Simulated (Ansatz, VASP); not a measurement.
## AlN: VASP beside Ansatz

POSCAR

```
AlN
1.0
    3.1130000000      0.0000000000      0.0000000000
   -1.5565000000      2.6959370000      0.0000000000
    0.0000000000      0.0000000000      4.9810000000
Al N
2 2
Direct
    0.3333333333      0.6666666667      0.0000000000
    0.6666666667      0.3333333333      0.5000000000
    0.3333333333      0.6666666667      0.3800000000
    0.6666666667      0.3333333333      0.8800000000
```

The input INCAR.step1:

```
ALGO = Normal ; EDIFF = 1E-4
ENCUT = 520 ; GGA = PE
ISMEAR = -1 ; LASPH = T
LCHARG = F ; LREAL = F
LWAVE = T ; NBANDS = 16
NELM = 80 ; PREC = Accurate
SIGMA = 0.05
```

The input INCAR.step2:

```
ALGO = Normal ; EDIFF = 1E-6
ENCUT = 520 ; ISIF = 2
ISMEAR = -1 ; ISTART = 1
LASPH = T ; LCHARG = F
LMIXTAU = T ; LREAL = F
LWAVE = F ; METAGGA = R2SCAN
NBANDS = 16 ; NELM = 80
PREC = Accurate ; SIGMA = 0.05
```

Contents of KPOINTS:

```
k-points
0
Gamma
  12 12 6
```

Input for Ansatz:

```yaml
crystal:
  lattice:
    - [3.113, 0.0, 0.0]
    - [-1.5565, 2.695937, 0.0]
    - [0.0, 0.0, 4.981]
  atoms:
    - { symbol: Al, position: [0.3333333333333333, 0.6666666666666666, 0.0] }
    - { symbol: Al, position: [0.6666666666666666, 0.3333333333333333, 0.5] }
    - { symbol: "N", position: [0.3333333333333333, 0.6666666666666666, 0.38] }
    - { symbol: "N", position: [0.6666666666666666, 0.3333333333333333, 0.88] }
basis:
  ecutwfc: 612.25619053473
kpoints:
  mp_grid:
    grid: [12, 12, 6]
    shift: [0.0, 0.0, 0.0]
hamiltonian:
  xc: r2scan
scf:
  occupations:
    method: fermi_dirac
    width: 0.05
output:
  write_density: true
  eigenvalues: true
```

Alike in both runs: task single point; functional r2SCAN; k mesh 12 × 12 × 6; occupations fermi-dirac, width 0.05 eV; no spin polarisation.

|  | VASP | Ansatz |
| --- | --- | --- |
| version | VASP 6.6.1 | Ansatz 0.2.0 |
| potentials or method | VASP PAW PBE potentials, release 64 (Al, N), cutoff 520 eV | plane waves, PAW |
| valence electrons in the cell | 16 | 16 |

Ansatz gave:

```
gap on the k mesh at the Fermi level (eV) : 4.86
```

Question: Which values does VASP return?

Answer: gap on the k mesh at the Fermi level (eV): 4.90.

VASP's potentials were made for PBE, not for r2SCAN.
